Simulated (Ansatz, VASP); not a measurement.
Ta2P3Au: VASP beside Ansatz

```
CELL_PARAMETERS angstrom
4.07493 0.00000 0.00000
-2.03746 3.52899 0.00000
0.00000 0.00000 8.55903
ATOMIC_POSITIONS crystal
Ta 0.66667 0.33333 0.24787
Ta 0.66667 0.33333 0.75213
P 0.00000 0.00000 0.50000
P 0.33333 0.66667 0.00000
P 0.33333 0.66667 0.50000
Au 0.00000 0.00000 0.00000
```

Change from the starting cell: species swapped into the Eu2Si3Au type (P-6m2, No. 187).

Alike in both runs: task single point; functional PBE; k mesh 6 × 6 × 2; occupations gaussian, width 0.1 eV; no spin polarisation.

|  | VASP | Ansatz |
| --- | --- | --- |
| version | VASP 6.6.1 | Ansatz 0.2.0 |
| potentials or method | VASP PAW PBE potentials, release 64 (Ta_pv, P, Au), cutoff 520 eV | scalar-relativistic, plane waves, PAW |
| valence electrons in the cell | 48 | 60 |

```tsv
	VASP	Ansatz	Ansatz less VASP
gap on the k mesh at the Fermi level (eV)	none	none	-
pressure (GPa)	-15.7	-15.6	+0.11
traceless stress, the component that is largest in VASP (GPa)	-10.40	-10.48	-0.085
rms of the force components (eV/Å)	0.107	0.107	+0.0006
```

Atom by atom the forces differ by 0.001 eV/Å (rms over components). A gap of «none» marks a metal or a gap that the smearing closes. VASP's potentials hold 48 valence electrons a cell and Ansatz's 60, so a difference there can come from the potentials and not from the codes.

The k mesh is coarse, so the values compare programs but aren't converged. Spin-orbit coupling is off throughout.
